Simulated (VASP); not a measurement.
# Si3B4 (F-43m) in VASP: a series of runs

Runs on Si3B4. Level: PBE. Tasks: single point.

All numbers are computed with VASP 6.6.1; they aren't measurements. Logs are shortened: lines on timing, memory, paths and dates and some standing lists are left out, and cuts for length are marked.

## (1) The cell of the first run

The structure is cubic, space group F-43m (No. 216). The conventional cell has a = 6.950 Å, b = 6.950 Å, c = 6.950 Å, α = 90.00°, β = 90.00°, γ = 90.00°. Within 3.7 Å of Si (site symmetry -43m) lie 12 B at 2.84 Å and 10 Si at 3.01 to 3.47 Å. Si (site symmetry -43m) has 12 B at 2.99 Å and 8 Si at 3.01 Å within 3.9 Å. Si (site symmetry -43m) has 4 B at 1.96 Å within 2.6 Å. Within 2.3 Å of B (site symmetry 3m) lie 3 B at 1.71 Å and 1 Si at 1.96 Å.

The cell was built from a structure type or drawn by symmetry, and may not be a known phase.

## (2) Single point, PBE

File INCAR:

```
  ALGO = Normal
  EDIFF = 1E-6
  ENCUT = 500
  GGA = PE
  GGA_COMPAT = False
  ISIF = 2
  ISMEAR = 0
  LASPH = True
  LCHARG = False
  LREAL = False
  LWAVE = False
  NBANDS = 21
  NELM = 120
  PREC = Accurate
  SIGMA = 0.2
```

File KPOINTS:

```
k-points
0
Gamma
  4 4 4
```

File POSCAR:

```
Si3B4
1.0
    0.0000000000      3.4747818079      3.4747818079
    3.4747818079      0.0000000000      3.4747818079
    3.4747818079      3.4747818079      0.0000000000
Si B
3 4
Direct
    0.0000000000      0.0000000000      0.0000000000
    0.7500000000      0.7500000000      0.7500000000
    0.5000000000      0.5000000000      0.5000000000
    0.3370456087      0.3370456087      0.3370456087
    0.3370456087      0.3370456087     -0.0111368262
    0.3370456087     -0.0111368262      0.3370456087
   -0.0111368262      0.3370456087      0.3370456087
```

Potentials or basis: VASP PAW PBE potentials, release 64 (Si, B).

Run with:

```sh
$ cat potpaw_PBE.64/Si/POTCAR potpaw_PBE.64/B/POTCAR > POTCAR
$ mpirun -np 1 vasp_std > vasp.out
```

OUTCAR:

```text
EDIFF = 1E-6
   ENCUT = 500
   GGA = PE
   ISIF = 2
   ISMEAR = 0
   LASPH = True
   LREAL = False
   NELM = 120
   PREC = Accurate

 ion  position               nearest neighbor table
   1  0.000  0.000  0.000-   2 3.01   2 3.01   2 3.01   2 3.01
   2  0.750  0.750  0.750-   3 3.01   3 3.01   3 3.01   1 3.01   3 3.01   1 3.01   1 3.01   1 3.01

   3  0.500  0.500  0.500-   5 1.96   6 1.96   7 1.96   4 1.96   2 3.01   2 3.01   2 3.01   2 3.01

   4  0.337  0.337  0.337-   5 1.71   6 1.71   7 1.71   3 1.96
   5  0.337  0.337  0.989-   4 1.71   6 1.71   7 1.71   3 1.96
   6  0.337  0.989  0.337-   4 1.71   5 1.71   7 1.71   3 1.96
   7  0.989  0.337  0.337-   4 1.71   5 1.71   6 1.71   3 1.96

  LATTYP: Found a face centered cubic cell.
 ALAT       =     6.9495636158

  Lattice vectors:

 A1 = (   0.0000000000,   3.4747818079,   3.4747818079)
 A2 = (   3.4747818079,   0.0000000000,   3.4747818079)
 A3 = (   3.4747818079,   3.4747818079,   0.0000000000)

Analysis of symmetry for initial positions (statically):
=====================================================================
 Subroutine PRICEL returns:
 Original cell was already a primitive cell.

 Routine SETGRP: Setting up the symmetry group for a
 face centered cubic supercell.

 Subroutine GETGRP returns: Found 24 space group operations
 (whereof 24 operations were pure point group operations)
 out of a pool of 48 trial point group operations.

The static configuration has the point symmetry T_d .

Analysis of symmetry for dynamics (positions and initial velocities):
=====================================================================
 Subroutine PRICEL returns:
 Original cell was already a primitive cell.

 Routine SETGRP: Setting up the symmetry group for a
 face centered cubic supercell.

 Subroutine GETGRP returns: Found 24 space group operations
 (whereof 24 operations were pure point group operations)
 out of a pool of 48 trial point group operations.

The dynamic configuration has the point symmetry T_d .

 Subroutine INISYM returns: Found 24 space group operations
 (whereof 24 operations are pure point group operations),
 and found     1 'primitive' translations

----------------------------------------------------------------------------------------

                                     Primitive cell

  volume of cell :      83.9098

  direct lattice vectors                    reciprocal lattice vectors
     0.000000000  3.474781808  3.474781808    -0.143893927  0.143893927  0.143893927
     3.474781808  0.000000000  3.474781808     0.143893927 -0.143893927  0.143893927
     3.474781808  3.474781808  0.000000000     0.143893927  0.143893927 -0.143893927

  length of vectors
     4.914083559  4.914083559  4.914083559     0.249231593  0.249231593  0.249231593

  position of ions in fractional coordinates (direct lattice)
     0.000000000  0.000000000  0.000000000
     0.750000000  0.750000000  0.750000000
     0.500000000  0.500000000  0.500000000
     0.337045609  0.337045609  0.337045609
     0.337045609  0.337045609  0.988863174
     0.337045609  0.988863174  0.337045609
     0.988863174  0.337045609  0.337045609

  ion indices of the primitive-cell ions
   primitive index   ion index
                 1           1
                 2           2
                 3           3
                 4           4
                 5           5
                 6           6
                 7           7

----------------------------------------------------------------------------------------

 KPOINTS: k-points

Automatic generation of k-mesh.
 Grid dimensions read from file:
 generate k-points for:    4    4    4

 Generating k-lattice:

  Cartesian coordinates                     Fractional coordinates (reciprocal lattice)
    -0.035973482  0.035973482  0.035973482     0.250000000  0.000000000  0.000000000
     0.035973482 -0.035973482  0.035973482     0.000000000  0.250000000  0.000000000
     0.035973482  0.035973482 -0.035973482     0.000000000  0.000000000  0.250000000

  Length of vectors
     0.062307898  0.062307898  0.062307898

  Shift w.r.t. Gamma in fractional coordinates (k-lattice)
     0.000000000  0.000000000  0.000000000

 Subroutine IBZKPT returns following result:
 ===========================================

 Found      8 irreducible k-points:

 Following reciprocal coordinates:
            Coordinates               Weight
  0.000000  0.000000  0.000000      1.000000
  0.250000  0.000000  0.000000      8.000000
  0.500000  0.000000  0.000000      4.000000
  0.250000  0.250000  0.000000      6.000000
  0.500000  0.250000  0.000000     24.000000
 -0.250000  0.250000  0.000000     12.000000
  0.500000  0.500000  0.000000      3.000000
 -0.250000  0.500000  0.250000      6.000000
   k-points           NKPTS =      8   k-points in BZ     NKDIM =      8   number of bands    NBANDS=     21
   number of dos      NEDOS =    301   number of ions     NIONS =      7
   total plane-waves  NPLWV =  46656
   dimension x,y,z NGX =    36 NGY =   36 NGZ =   36
   dimension x,y,z NGXF=    72 NGYF=   72 NGZF=   72
   ions per type =               3   4
   NGX,Y,Z   is equivalent  to a cutoff of  12.18, 12.18, 12.18 a.u.
   NGXF,Y,Z  is equivalent  to a cutoff of  24.36, 24.36, 24.36 a.u.
 SYSTEM =  unknown system
   PREC   = accura    normal or accurate (medium, high low for compatibility)
   ISTART =      0    job   : 0-new  1-cont  2-samecut
   ICHARG =      2    charge: 1-file 2-atom 10-const
   ISPIN  =      1    spin polarized calculation?
   LNONCOLLINEAR =      F non collinear calculations
   LSORBIT =      F    spin-orbit coupling
   LASPH  =      T    aspherical Exc in radial PAW
   ENCUT  =  500.0 eV  36.75 Ry    6.06 a.u.   8.96  8.96  8.96*2*pi/ulx,y,z
   NELM   =    120;   NELMIN=  2; NELMDL= -5     # of ELM steps
   EDIFF  = 0.1E-05   stopping-criterion for ELM
   LREAL  =      F    real-space projection
   EDIFFG = 0.1E-04   stopping-criterion for IOM
   NSW    =      0    number of steps for IOM
   IBRION =     -1    ionic relax: 0-MD 1-quasi-New 2-CG
   NFREE  =      0    steps in history (QN), initial steepest desc. (CG)
   ISIF   =      2    stress and relaxation
   ISYM   =      2    0-nonsym 1-usesym 2-fastsym
   POTIM  = 0.5000    time-step for ionic-motion
   TEBEG  =    0.0;   TEEND  =   0.0 temperature during run
   PSTRESS=    0.0 pullay stress
   NELECT =      24.0000    total number of electrons
   NUPDOWN=      -1.0000    fix difference up-down
   EMIN   =  10.00;   EMAX   =-10.00  energy-range for DOS
   EFERMI =   0.00;   METHOD = LEGACY
   ISMEAR =     0;   SIGMA  =   0.20  broadening in eV -4-tet -1-fermi 0-gaus
   EFERMI_NEDOS =   21; number of points for ismear=-14 and -15
   IALGO  =     38    algorithm
   IMIX   =      4    mixing-type and parameters
     AMIX     =   0.40;   BMIX     =  1.00
     AMIX_MAG =   1.60;   BMIX_MAG =  1.00
  volume/ion in A,a.u.               =      11.99        80.89
  Fermi-wavevector in a.u.,A,eV,Ry     =   1.078635  2.038324 15.829736  1.163453
  Thomas-Fermi vector in A             =   2.214579
   LORBIT       =      0    0 simple, 1 ext, 2 COOP (PROOUT), +10 PAW based schemes
   GGA     = PE    functional components
   LHFCALC =     F    Hartree Fock is set to
   AEXX    =    0.0000 exact exchange contribution
   IVDW    =     0    specifies the selected vdW correction
   LEPSILON=     F    determine dielectric tensor
   LRPA    =     F    only Hartree local field effects (RPA)
 non-spin polarized calculation
 Gauss-broadening in eV      SIGMA  =   0.20
  energy-cutoff  :      500.00
  volume of cell :       83.91
 maximum number of plane-waves:      2148
   NGX = 17   NGY = 17   NGZ = 17

 number of electron      24.0000001 magnetization

 Free energy of the ion-electron system (eV)
  ---------------------------------------------------
  ext. energy  EPLUGINS =         0.00000000
  ---------------------------------------------------
  free energy    TOTEN  =       -37.30524930 eV

  energy without entropy =      -37.28666689  energy(sigma->0) =      -37.29595810

 E-fermi :   6.7128     XC(G=0): -10.7591

 val. band max:        6.6220057147   @ k =   0.2500   0.2500   0.0000
 cond. band min:       7.0050501042   @ k =   0.5000   0.5000   0.0000
 fundamental gap:      0.3830443895
 Fermi energy:         6.7128489897

 k-point     1 :       0.0000    0.0000    0.0000
  band No.  band energies     occupation
      1      -7.3592      2.00000
      2      -3.2209      2.00000
      3       0.8825      2.00000
      4       1.2124      2.00000
      5       1.2124      2.00000
      6       1.2124      2.00000
[... 13 lines left out ...]
     20      15.4484      0.00000
     21      15.4484      0.00000

 k-point     2 :       0.2500    0.0000    0.0000
  band No.  band energies     occupation
      1      -7.0250      2.00000
      2      -3.5682      2.00000
      3      -1.0497      2.00000
      4       0.7875      2.00000
      5       0.7875      2.00000
      6       1.6745      2.00000
[... 13 lines left out ...]
     20      13.5459      0.00000
     21      14.2823      0.00000

 k-point     3 :       0.5000    0.0000    0.0000
  band No.  band energies     occupation
      1      -6.5475      2.00000
      2      -4.1172      2.00000
      3      -1.9525      2.00000
      4       0.6055      2.00000
      5       0.6055      2.00000
      6       1.2767      2.00000
[... 13 lines left out ...]
     20      13.2382      0.00000
     21      13.2382      0.00000

 k-point     4 :       0.2500    0.2500    0.0000
  band No.  band energies     occupation
      1      -6.9196      2.00000
      2      -3.5639      2.00000
      3      -0.5867      2.00000
      4      -0.0437      2.00000
      5      -0.0437      2.00000
      6       0.4678      2.00000
[... 13 lines left out ...]
     20      13.9491      0.00000
     21      13.9491      0.00000

 k-point     5 :       0.5000    0.2500    0.0000
  band No.  band energies     occupation
      1      -6.4582      2.00000
      2      -3.7605      2.00000
      3      -2.3054      2.00000
      4      -0.6383      2.00000
      5      -0.1968      2.00000
      6       1.6347      2.00000
[... 13 lines left out ...]
     20      12.1849      0.00000
     21      13.2928      0.00000

 k-point     6 :      -0.2500    0.2500    0.0000
  band No.  band energies     occupation
      1      -6.6097      2.00000
      2      -3.7252      2.00000
      3      -2.2448      2.00000
      4      -0.2313      2.00000
      5       0.4493      2.00000
      6       1.6346      2.00000
[... 13 lines left out ...]
     20      12.6623      0.00000
     21      13.6270      0.00000

 k-point     7 :       0.5000    0.5000    0.0000
  band No.  band energies     occupation
      1      -6.3284      2.00000
      2      -3.7765      2.00000
      3      -1.5839      2.00000
      4      -1.0835      2.00000
      5      -0.6321      2.00000
      6      -0.6321      2.00000
[... 13 lines left out ...]
     20      11.7336      0.00000
     21      11.7336      0.00000

 k-point     8 :      -0.2500    0.5000    0.2500
  band No.  band energies     occupation
      1      -6.3052      2.00000
      2      -3.4551      2.00000
      3      -2.4898      2.00000
      4      -2.2302      2.00000
      5       1.1844      2.00000
      6       1.7830      2.00000
[... 13 lines left out ...]
     20      12.5671      0.00000
     21      12.9597      0.00000

------------------------ aborting loop because EDIFF is reached ----------------------------------------

  FORCE on cell =-STRESS in cart. coord.  units (eV):
  Direction    XX          YY          ZZ          XY          YZ          ZX
  --------------------------------------------------------------------------------------
  -------------------------------------------------------------------------------------
  Total        0.1061489      0.1061489      0.1061489      0.0000000      0.0000000     -0.0000000
  in kB        2.0268124      2.0268124      2.0268124      0.0000000      0.0000000     -0.0000000
  external PRESSURE =       2.0268124 kB  Pullay stress =       0.0000000 kB

 VOLUME and BASIS-vectors are now :
 -----------------------------------------------------------------------------
  energy-cutoff  :      500.00
  volume of cell :       83.91
      direct lattice vectors                 reciprocal lattice vectors
     0.000000000  3.474781808  3.474781808    -0.143893927  0.143893927  0.143893927
     3.474781808  0.000000000  3.474781808     0.143893927 -0.143893927  0.143893927
     3.474781808  3.474781808  0.000000000     0.143893927  0.143893927 -0.143893927

 POSITION                                       TOTAL-FORCE (eV/Angst)
 -----------------------------------------------------------------------------------
      0.00000      0.00000      0.00000         0.000000      0.000000      0.000000
      5.21217      5.21217      5.21217        -0.000000      0.000000      0.000000
      3.47478      3.47478      3.47478         0.000000      0.000000      0.000000
      2.34232      2.34232      2.34232         0.001479      0.001479      0.001479
      4.60724      4.60724      2.34232        -0.001479     -0.001479      0.001479
      4.60724      2.34232      4.60724        -0.001479      0.001479     -0.001479
      2.34232      4.60724      4.60724         0.001479     -0.001479     -0.001479
 -----------------------------------------------------------------------------------
    total drift:                                0.000000      0.000000      0.000000

  FREE ENERGIE OF THE ION-ELECTRON SYSTEM (eV)
  ---------------------------------------------------
  free  energy   TOTEN  =       -37.3052492994 eV

  energy  without entropy=      -37.2866668932  energy(sigma->0) =      -37.29595810
```

Run time: 7 s. Hardware: 1 thread of Intel Xeon 6975P-C (Granite Rapids), shared host; peak memory 0.18 GiB.

Results:

```
Free energy            : -37.3052 eV
Pressure               : 0.2 GPa
Band gap on the k mesh : zero (bands 12 and 13 overlap by 1.76 eV)
```

Forces on the atoms (eV/Å):
```
Si   0.000  0.000  0.000
Si   0.000  0.000  0.000
Si   0.000  0.000  0.000
B    0.001  0.001  0.001
B   -0.001 -0.001  0.001
B   -0.001  0.001 -0.001
B    0.001 -0.001 -0.001
```

Caveat: the k points lie up to 0.39 Å⁻¹ apart, too coarse for converged energies and pressures of a metal.

## (3) Single point, PBE

This run uses another cell than the first one, of 12.03 Å³/atom.

File INCAR:

```
PREC     = Accurate       # precision mode
ENCUT    = 500            # plane-wave cutoff, eV
EDIFF    = 1E-6           # SCF threshold, eV
ISMEAR   = 0              # smearing method
SIGMA    = 0.2            # smearing width, eV
LREAL    = False          # projectors in reciprocal space
LASPH    = True           # aspherical terms in the spheres
NELM     = 120            # most SCF steps
ALGO     = Normal         # electronic algorithm
ISIF     = 2              # what is computed and relaxed
LWAVE    = False          # write WAVECAR
LCHARG   = False          # write CHGCAR
GGA      = PE             # functional
NBANDS   = 21             # bands
GGA_COMPAT= False
```

File KPOINTS:

```
Automatic mesh
0
Gamma
  4 4 4
```

File POSCAR:

```
Si3B4
1.0
    0.0000000000      3.4787491834      3.4787491834
    3.4787491834      0.0000000000      3.4787491834
    3.4787491834      3.4787491834      0.0000000000
Si B
3 4
Direct
    0.7500000000      0.7500000000      0.7500000000
    0.2500000000      0.2500000000      0.2500000000
    0.0000000000      0.0000000000      0.0000000000
    0.5871851298      0.5871851298      0.5871851298
    0.5871851298      0.5871851298      0.2384446105
    0.5871851298      0.2384446105      0.5871851298
    0.2384446105      0.5871851298      0.5871851298
```

Potentials or basis: VASP PAW PBE potentials, release 64 (Si, B).

Run with:

```sh
$ cat potpaw_PBE.64/Si/POTCAR potpaw_PBE.64/B/POTCAR > POTCAR
$ mpirun -np 1 vasp_std > vasp.out
```

OUTCAR:

```text
PREC = Accurate
   ENCUT = 500
   EDIFF = 1E-6
   ISMEAR = 0
   LREAL = False
   LASPH = True
   NELM = 120
   ISIF = 2
   GGA = PE

 ion  position               nearest neighbor table
   1  0.750  0.750  0.750-   5 1.96   6 1.96   7 1.96   4 1.96   3 3.01   3 3.01   3 3.01   3 3.01

   2  0.250  0.250  0.250-   3 3.01   3 3.01   3 3.01   3 3.01
   3  0.000  0.000  0.000-   1 3.01   1 3.01   1 3.01   1 3.01   2 3.01   2 3.01   2 3.01   2 3.01

   4  0.587  0.587  0.587-   5 1.72   6 1.72   7 1.72   1 1.96
[... 384 lines left out ...]
  -------------------------------------------------------------------------------------
  Total       -0.1517685     -0.1517685     -0.1517685      0.0000000      0.0000000     -0.0000000
  in kB       -2.8879714     -2.8879714     -2.8879714      0.0000000      0.0000000     -0.0000000
  external PRESSURE =      -2.8879714 kB  Pullay stress =       0.0000000 kB

 VOLUME and BASIS-vectors are now :
 -----------------------------------------------------------------------------
  energy-cutoff  :      500.00
  volume of cell :       84.20
      direct lattice vectors                 reciprocal lattice vectors
     0.000000000  3.478749183  3.478749183    -0.143729822  0.143729822  0.143729822
     3.478749183  0.000000000  3.478749183     0.143729822 -0.143729822  0.143729822
     3.478749183  3.478749183  0.000000000     0.143729822  0.143729822 -0.143729822

 POSITION                                       TOTAL-FORCE (eV/Angst)
 -----------------------------------------------------------------------------------
      5.21812      5.21812      5.21812         0.000000      0.000000      0.000000
      1.73937      1.73937      1.73937         0.000000      0.000000      0.000000
      0.00000      0.00000      0.00000         0.000000      0.000000      0.000000
      4.08534      4.08534      4.08534        -0.062709     -0.062709     -0.062709
      2.87216      2.87216      4.08534         0.062709      0.062709     -0.062709
      2.87216      4.08534      2.87216         0.062709     -0.062709      0.062709
      4.08534      2.87216      2.87216        -0.062709      0.062709      0.062709
 -----------------------------------------------------------------------------------
    total drift:                                0.000000      0.000000      0.000000

  FREE ENERGIE OF THE ION-ELECTRON SYSTEM (eV)
  ---------------------------------------------------
  free  energy   TOTEN  =       -37.3048823460 eV

  energy  without entropy=      -37.2862137242  energy(sigma->0) =      -37.29554804
```

OSZICAR:

```text
N       E                     dE             d eps       ncg     rms          rms(c)
DAV:   1     0.411199990349E+02    0.41120E+02   -0.10226E+04   336   0.950E+02
DAV:   2    -0.393003648365E+02   -0.80420E+02   -0.75922E+02   439   0.161E+02
DAV:   3    -0.428394862589E+02   -0.35391E+01   -0.35020E+01   432   0.313E+01
DAV:   4    -0.428739362533E+02   -0.34450E-01   -0.34398E-01   430   0.343E+00
DAV:   5    -0.428742275943E+02   -0.29134E-03   -0.29131E-03   435   0.285E-01    0.107E+01
DAV:   6    -0.372511859162E+02    0.56230E+01   -0.21861E+01   366   0.201E+01    0.450E+00
DAV:   7    -0.373331274074E+02   -0.81941E-01   -0.18582E+00   399   0.702E+00    0.238E+00
DAV:   8    -0.373077783776E+02    0.25349E-01   -0.14411E-01   384   0.191E+00    0.816E-01
DAV:   9    -0.373051330852E+02    0.26453E-02   -0.23573E-02   431   0.832E-01    0.247E-01
DAV:  10    -0.373048645663E+02    0.26852E-03   -0.29991E-03   391   0.271E-01    0.631E-02
DAV:  11    -0.373048830296E+02   -0.18463E-04   -0.23065E-04   417   0.794E-02    0.419E-02
DAV:  12    -0.373048823460E+02    0.68363E-06   -0.61169E-06   381   0.131E-02
   1 F= -.37304882E+02 E0= -.37295548E+02  d E =-.186686E-01
```

Run time: 8.7 s. Hardware: 1 thread of Intel Xeon 6975P-C (Granite Rapids), shared host; peak memory 0.19 GiB.

What came out:

```yaml
Free_energy: -37.3049 eV
Pressure: -0.3 GPa
Largest_force: 0.109 eV/Å
Band_gap_on_the_k_mesh: zero (bands 12 and 13 overlap by 1.75 eV)
```

Forces on the atoms (eV/Å):
```
Si   0.000  0.000  0.000
Si   0.000  0.000  0.000
Si   0.000  0.000  0.000
B   -0.063 -0.063 -0.063
B    0.063  0.063 -0.063
B    0.063 -0.063  0.063
B   -0.063  0.063  0.063
```

Caveat: the k points lie up to 0.39 Å⁻¹ apart, too coarse for converged energies and pressures of a metal.
